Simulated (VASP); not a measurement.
# Si2Ni (Fm-3m) in VASP: a series of runs

The runs below take Si2Ni through single point, with PBE, PBE+D4.

All numbers are computed with VASP 6.6.1; they aren't measurements. Logs are shortened: lines on timing, memory, paths and dates and some standing lists are left out, and cuts for length are marked.

### Step 1. The cell of the first run

It takes space group Fm-3m (No. 225, cubic). Conventional cell: a = 5.386 Å, b = 5.386 Å, c = 5.386 Å, α = 90.00°, β = 90.00°, γ = 90.00°. Within 3.1 Å of Si (site symmetry -43m) lie 4 Ni at 2.33 Å and 6 Si at 2.69 Å. Within 3.1 Å of Ni (site symmetry m-3m) lie 8 Si at 2.33 Å.

### Step 2. Single point, PBE

The input, INCAR:

```
SYSTEM = Si2Ni
  PREC = Accurate
  ENCUT = 600
  EDIFF = 1E-6
  ISMEAR = 0
  SIGMA = 0.1
  LREAL = .False.
  LASPH = .True.
  NELM = 120
  ALGO = Normal
  ISIF = 2
  LWAVE = .False.
  LCHARG = .True.
  GGA = PE
  LELF = .True.
  LVHAR = .True.
  NBANDS = 16
  GGA_COMPAT = .False.
```

The input, KPOINTS:

```
Automatic mesh
0
Gamma
  4 4 4
  0 0 0
```

The input, POSCAR:

```
Si2Ni
1.0
    0.0000000000      2.6931550407      2.6931550407
    2.6931550407      0.0000000000      2.6931550407
    2.6931550407      2.6931550407      0.0000000000
Si Ni
2 1
Direct
    0.2500000000      0.2500000000      0.2500000000
    0.7500000000      0.7500000000      0.7500000000
    0.0000000000      0.0000000000      0.0000000000
```

Potentials or basis: VASP PAW PBE potentials, release 64 (Si, Ni).

Command:

```sh
$ cat potpaw_PBE.64/Si/POTCAR potpaw_PBE.64/Ni/POTCAR > POTCAR
$ mpirun -np 1 vasp_std > vasp.out
```

OUTCAR:

```text
SYSTEM = Si2Ni
   PREC = Accurate
   ENCUT = 600
   EDIFF = 1E-6
   ISMEAR = 0
   LREAL = .False.
   LASPH = .True.
   NELM = 120
   ISIF = 2
   GGA = PE

 ion  position               nearest neighbor table
   1  0.250  0.250  0.250-   3 2.33   3 2.33   3 2.33   3 2.33   2 2.69   2 2.69   2 2.69   2 2.69
                             2 2.69   2 2.69
   2  0.750  0.750  0.750-   3 2.33   3 2.33   3 2.33   3 2.33   1 2.69   1 2.69   1 2.69   1 2.69
                             1 2.69   1 2.69
   3  0.000  0.000  0.000-   1 2.33   2 2.33   2 2.33   2 2.33   2 2.33   1 2.33   1 2.33   1 2.33

  LATTYP: Found a face centered cubic cell.
 ALAT       =     5.3863100814

  Lattice vectors:

 A1 = (   0.0000000000,   2.6931550407,   2.6931550407)
 A2 = (   2.6931550407,   0.0000000000,   2.6931550407)
 A3 = (   2.6931550407,   2.6931550407,   0.0000000000)

Analysis of symmetry for initial positions (statically):
=====================================================================
 Subroutine PRICEL returns:
 Original cell was already a primitive cell.

 Routine SETGRP: Setting up the symmetry group for a
 face centered cubic supercell.

 Subroutine GETGRP returns: Found 48 space group operations
 (whereof 48 operations were pure point group operations)
 out of a pool of 48 trial point group operations.

The static configuration has the point symmetry O_h .

Analysis of symmetry for dynamics (positions and initial velocities):
=====================================================================
 Subroutine PRICEL returns:
 Original cell was already a primitive cell.

 Routine SETGRP: Setting up the symmetry group for a
 face centered cubic supercell.

 Subroutine GETGRP returns: Found 48 space group operations
 (whereof 48 operations were pure point group operations)
 out of a pool of 48 trial point group operations.

The dynamic configuration has the point symmetry O_h .

 Subroutine INISYM returns: Found 48 space group operations
 (whereof 48 operations are pure point group operations),
 and found     1 'primitive' translations

----------------------------------------------------------------------------------------

                                     Primitive cell

  volume of cell :      39.0674

  direct lattice vectors                    reciprocal lattice vectors
     0.000000000  2.693155041  2.693155041    -0.185655854  0.185655854  0.185655854
     2.693155041  0.000000000  2.693155041     0.185655854 -0.185655854  0.185655854
     2.693155041  2.693155041  0.000000000     0.185655854  0.185655854 -0.185655854

  length of vectors
     3.808696384  3.808696384  3.808696384     0.321565372  0.321565372  0.321565372

  position of ions in fractional coordinates (direct lattice)
     0.250000000  0.250000000  0.250000000
     0.750000000  0.750000000  0.750000000
     0.000000000  0.000000000  0.000000000

  ion indices of the primitive-cell ions
   primitive index   ion index
                 1           1
                 2           2
                 3           3

----------------------------------------------------------------------------------------

 KPOINTS: Automatic mesh

Automatic generation of k-mesh.
 Grid dimensions read from file:
 generate k-points for:    4    4    4

 Generating k-lattice:

  Cartesian coordinates                     Fractional coordinates (reciprocal lattice)
    -0.046413964  0.046413964  0.046413964     0.250000000  0.000000000  0.000000000
     0.046413964 -0.046413964  0.046413964     0.000000000  0.250000000  0.000000000
     0.046413964  0.046413964 -0.046413964     0.000000000  0.000000000  0.250000000

  Length of vectors
     0.080391343  0.080391343  0.080391343

  Shift w.r.t. Gamma in fractional coordinates (k-lattice)
     0.000000000  0.000000000  0.000000000

 Subroutine IBZKPT returns following result:
 ===========================================

 Found      8 irreducible k-points:

 Following reciprocal coordinates:
            Coordinates               Weight
  0.000000  0.000000  0.000000      1.000000
  0.250000  0.000000  0.000000      8.000000
  0.500000  0.000000  0.000000      4.000000
  0.250000  0.250000  0.000000      6.000000
  0.500000  0.250000  0.000000     24.000000
 -0.250000  0.250000  0.000000     12.000000
  0.500000  0.500000  0.000000      3.000000
 -0.250000  0.500000  0.250000      6.000000
   k-points           NKPTS =      8   k-points in BZ     NKDIM =      8   number of bands    NBANDS=     16
   number of dos      NEDOS =    301   number of ions     NIONS =      3
   total plane-waves  NPLWV =  27000
   dimension x,y,z NGX =    30 NGY =   30 NGZ =   30
   dimension x,y,z NGXF=    60 NGYF=   60 NGZF=   60
   ions per type =               2   1
   NGX,Y,Z   is equivalent  to a cutoff of  13.09, 13.09, 13.09 a.u.
   NGXF,Y,Z  is equivalent  to a cutoff of  26.19, 26.19, 26.19 a.u.
 SYSTEM =  Si2Ni
   PREC   = accura    normal or accurate (medium, high low for compatibility)
   ISTART =      0    job   : 0-new  1-cont  2-samecut
   ICHARG =      2    charge: 1-file 2-atom 10-const
   ISPIN  =      1    spin polarized calculation?
   LNONCOLLINEAR =      F non collinear calculations
   LSORBIT =      F    spin-orbit coupling
   LASPH  =      T    aspherical Exc in radial PAW
   ENCUT  =  600.0 eV  44.10 Ry    6.64 a.u.   7.61  7.61  7.61*2*pi/ulx,y,z
   NELM   =    120;   NELMIN=  2; NELMDL= -5     # of ELM steps
   EDIFF  = 0.1E-05   stopping-criterion for ELM
   LREAL  =      F    real-space projection
   EDIFFG = 0.1E-04   stopping-criterion for IOM
   NSW    =      0    number of steps for IOM
   IBRION =     -1    ionic relax: 0-MD 1-quasi-New 2-CG
   NFREE  =      0    steps in history (QN), initial steepest desc. (CG)
   ISIF   =      2    stress and relaxation
   ISYM   =      2    0-nonsym 1-usesym 2-fastsym
   POTIM  = 0.5000    time-step for ionic-motion
   TEBEG  =    0.0;   TEEND  =   0.0 temperature during run
   PSTRESS=    0.0 pullay stress
   NELECT =      18.0000    total number of electrons
   NUPDOWN=      -1.0000    fix difference up-down
   EMIN   =  10.00;   EMAX   =-10.00  energy-range for DOS
   EFERMI =   0.00;   METHOD = LEGACY
   ISMEAR =     0;   SIGMA  =   0.10  broadening in eV -4-tet -1-fermi 0-gaus
   EFERMI_NEDOS =   21; number of points for ismear=-14 and -15
   IALGO  =     38    algorithm
   IMIX   =      4    mixing-type and parameters
     AMIX     =   0.40;   BMIX     =  1.00
     AMIX_MAG =   1.60;   BMIX_MAG =  1.00
  volume/ion in A,a.u.               =      13.02        87.88
  Fermi-wavevector in a.u.,A,eV,Ry     =   1.264429  2.389424 21.752718  1.598780
  Thomas-Fermi vector in A             =   2.397734
   LORBIT       =      0    0 simple, 1 ext, 2 COOP (PROOUT), +10 PAW based schemes
   GGA     = PE    functional components
   LHFCALC =     F    Hartree Fock is set to
   AEXX    =    0.0000 exact exchange contribution
   IVDW    =     0    specifies the selected vdW correction
   LEPSILON=     F    determine dielectric tensor
   LRPA    =     F    only Hartree local field effects (RPA)
 non-spin polarized calculation
 Gauss-broadening in eV      SIGMA  =   0.10
  energy-cutoff  :      600.00
  volume of cell :       39.07
 maximum number of plane-waves:      1323
   NGX = 15   NGY = 15   NGZ = 15

 number of electron      17.9999991 magnetization

 Free energy of the ion-electron system (eV)
  ---------------------------------------------------
  ext. energy  EPLUGINS =         0.00000000
  ---------------------------------------------------
  free energy    TOTEN  =       -17.23430634 eV

  energy without entropy =      -17.21982316  energy(sigma->0) =      -17.22706475

 E-fermi :  10.4803     XC(G=0): -11.6314

 val. band max:       10.4669013531   @ k =   0.2500   0.0000   0.0000
 cond. band min:      10.8842892340   @ k =   0.5000   0.2500   0.0000
 fundamental gap:      0.4173878809
 Fermi energy:        10.4803347245

 k-point     1 :       0.0000    0.0000    0.0000
  band No.  band energies     occupation
      1      -3.3325      2.00000
      2       5.3193      2.00000
      3       5.3193      2.00000
      4       5.3193      2.00000
      5       7.0000      2.00000
      6       7.0000      2.00000
[... 8 lines left out ...]
     15      15.3766      0.00000
     16      15.3766      0.00000

 k-point     2 :       0.2500    0.0000    0.0000
  band No.  band energies     occupation
      1      -2.4085      2.00000
      2       3.6571      2.00000
      3       5.5620      2.00000
      4       5.5620      2.00000
      5       6.9229      2.00000
      6       6.9229      2.00000
[... 8 lines left out ...]
     15      16.0720      0.00000
     16      16.8353      0.00000

 k-point     3 :       0.5000    0.0000    0.0000
  band No.  band energies     occupation
      1      -0.0709      2.00000
      2       0.5278      2.00000
      3       5.7375      2.00000
      4       5.7375      2.00000
      5       6.8174      2.00000
      6       7.1881      2.00000
[... 8 lines left out ...]
     15      19.8560      0.00000
     16      20.7239      0.00000

 k-point     4 :       0.2500    0.2500    0.0000
  band No.  band energies     occupation
      1      -2.1022      2.00000
      2       4.1054      2.00000
      3       5.4800      2.00000
      4       5.4800      2.00000
      5       6.0424      2.00000
      6       7.1998      2.00000
[... 8 lines left out ...]
     15      17.8805      0.00000
     16      18.4703      0.00000

 k-point     5 :       0.5000    0.2500    0.0000
  band No.  band energies     occupation
      1      -0.0915      2.00000
      2       1.9668      2.00000
      3       4.5774      2.00000
      4       5.7529      2.00000
      5       5.8439      2.00000
      6       6.9916      2.00000
[... 8 lines left out ...]
     15      20.4058      0.00000
     16      20.9289      0.00000

 k-point     6 :      -0.2500    0.2500    0.0000
  band No.  band energies     occupation
      1      -0.9245      2.00000
      2       2.5476      2.00000
      3       4.5189      2.00000
      4       6.1862      2.00000
      5       6.4109      2.00000
      6       6.6047      2.00000
[... 8 lines left out ...]
     15      17.6439      0.00000
     16      19.2371      0.00000

 k-point     7 :       0.5000    0.5000    0.0000
  band No.  band energies     occupation
      1       0.7079      2.00000
      2       2.4931      2.00000
      3       3.2519      2.00000
      4       6.0437      2.00000
      5       6.0437      2.00000
      6       6.9169      2.00000
[... 8 lines left out ...]
     15      20.5351      0.00000
     16      21.7327      0.00000

 k-point     8 :      -0.2500    0.5000    0.2500
  band No.  band energies     occupation
      1       1.6451      2.00000
      2       1.6451      2.00000
      3       3.4889      2.00000
      4       3.8036      2.00000
      5       6.8033      2.00000
      6       6.8033      2.00000
[... 8 lines left out ...]
     15      20.1087      0.00000
     16      22.3686      0.00000

------------------------ aborting loop because EDIFF is reached ----------------------------------------

  FORCE on cell =-STRESS in cart. coord.  units (eV):
  Direction    XX          YY          ZZ          XY          YZ          ZX
  --------------------------------------------------------------------------------------
  -------------------------------------------------------------------------------------
  Total        1.4192785      1.4192785      1.4192785     -0.0000000     -0.0000000     -0.0000000
  in kB       58.2055151     58.2055151     58.2055151     -0.0000000     -0.0000000     -0.0000000
  external PRESSURE =      58.2055151 kB  Pullay stress =       0.0000000 kB

 VOLUME and BASIS-vectors are now :
 -----------------------------------------------------------------------------
  energy-cutoff  :      600.00
  volume of cell :       39.07
      direct lattice vectors                 reciprocal lattice vectors
     0.000000000  2.693155041  2.693155041    -0.185655854  0.185655854  0.185655854
     2.693155041  0.000000000  2.693155041     0.185655854 -0.185655854  0.185655854
     2.693155041  2.693155041  0.000000000     0.185655854  0.185655854 -0.185655854

 POSITION                                       TOTAL-FORCE (eV/Angst)
 -----------------------------------------------------------------------------------
      1.34658      1.34658      1.34658         0.000000      0.000000      0.000000
      4.03973      4.03973      4.03973        -0.000000     -0.000000     -0.000000
      0.00000      0.00000      0.00000        -0.000000     -0.000000      0.000000
 -----------------------------------------------------------------------------------
    total drift:                                0.000000     -0.000000     -0.000000

  FREE ENERGIE OF THE ION-ELECTRON SYSTEM (eV)
  ---------------------------------------------------
  free  energy   TOTEN  =       -17.2343063443 eV

  energy  without entropy=      -17.2198231584  energy(sigma->0) =      -17.22706475
```

Run time: 17 s. Hardware: 1 thread of Intel Xeon 8259CL, shared host; peak memory 0.16 GiB.

What came out:

```
Free energy            : -17.2343 eV
Pressure               : 5.8 GPa
Band gap on the k mesh : zero (band 9 reaches 12.31 eV, above the bottom of band 10 at 10.17 eV)
```

Levels at points of the mesh, in eV from the Fermi level:
| k point | band 6 | band 7 | band 8 | band 9 | band 10 | band 11 | band 12 | band 13 |
| --- | --- | --- | --- | --- | --- | --- | --- | --- |
| (0.00, 0.00, 0.00) | -3.48 | -0.06 | 1.83 | 1.83 | 1.83 | 2.40 | 2.40 | 2.40 |
| (0.50, 0.00, 0.00) | -3.29 | -3.29 | -1.33 | -1.33 | 1.93 | 1.93 | 1.96 | 2.81 |
| (0.50, 0.50, 0.00) | -3.56 | -3.56 | -3.39 | -3.07 | -0.31 | 1.52 | 7.87 | 8.54 |

Caveat: the k points lie up to 0.51 Å⁻¹ apart.

### Step 3. Single point, PBE+D4

This run uses another cell than the first one, of 12.18 Å³/atom, 0.935 times its volume.

The input, INCAR:

```
SYSTEM = Si2Ni
  PREC = Accurate
  ENCUT = 600
  EDIFF = 1E-6
  ISMEAR = 1
  SIGMA = 0.07
  LREAL = .FALSE.
  LASPH = .TRUE.
  NELM = 120
  ALGO = Normal
  ISIF = 2
  LWAVE = .FALSE.
  LCHARG = .FALSE.
  GGA = PE
  IVDW = 13
  NBANDS = 16
  GGA_COMPAT = .FALSE.
```

The input, KPOINTS:

```
regular mesh
0
G
  6 6 6
  0 0 0
```

The input, POSCAR:

```
Si2Ni
1.0
    0.0000000000      2.6334913290      2.6334913290
    2.6334913290      0.0000000000      2.6334913290
    2.6334913290      2.6334913290      0.0000000000
Si Ni
2 1
Direct
    0.2500000000      0.2500000000      0.2500000000
    0.7500000000      0.7500000000      0.7500000000
    0.0000000000      0.0000000000      0.0000000000
```

Potentials or basis: VASP PAW PBE potentials, release 64 (Si, Ni).

Command:

```sh
$ cat potpaw_PBE.64/Si/POTCAR potpaw_PBE.64/Ni/POTCAR > POTCAR
$ mpirun -np 1 vasp_std > vasp.out
```

Run time: 30 s. Hardware: 1 thread of Intel Xeon 8259CL, shared host; peak memory 0.17 GiB.

Results (log left out):

```
Free energy                : -18.6276 eV
Pressure                   : 12.9 GPa
Band gap on the k mesh     : zero (band 9 reaches 13.47 eV, above the bottom of band 10 at 11.36 eV)
Dispersion energy per atom : -0.491 eV
```

Levels at points of the mesh, in eV from the Fermi level:
| k point | band 6 | band 7 | band 8 | band 9 | band 10 | band 11 | band 12 | band 13 |
| --- | --- | --- | --- | --- | --- | --- | --- | --- |
| (0.00, 0.00, 0.00) | -4.07 | 0.22 | 1.70 | 1.70 | 1.70 | 2.01 | 2.01 | 2.01 |
| (0.50, 0.00, 0.00) | -3.85 | -3.85 | -1.77 | -1.77 | 1.72 | 1.72 | 1.79 | 2.98 |
| (0.50, 0.50, 0.00) | -4.13 | -4.13 | -3.96 | -3.60 | -0.41 | 1.13 | 7.56 | 8.83 |

Caveat: pairwise dispersion overbinds metals, which lowers pressure and volume. Spin polarisation is off, so any magnetic state and its effect on volume and gap are missing.
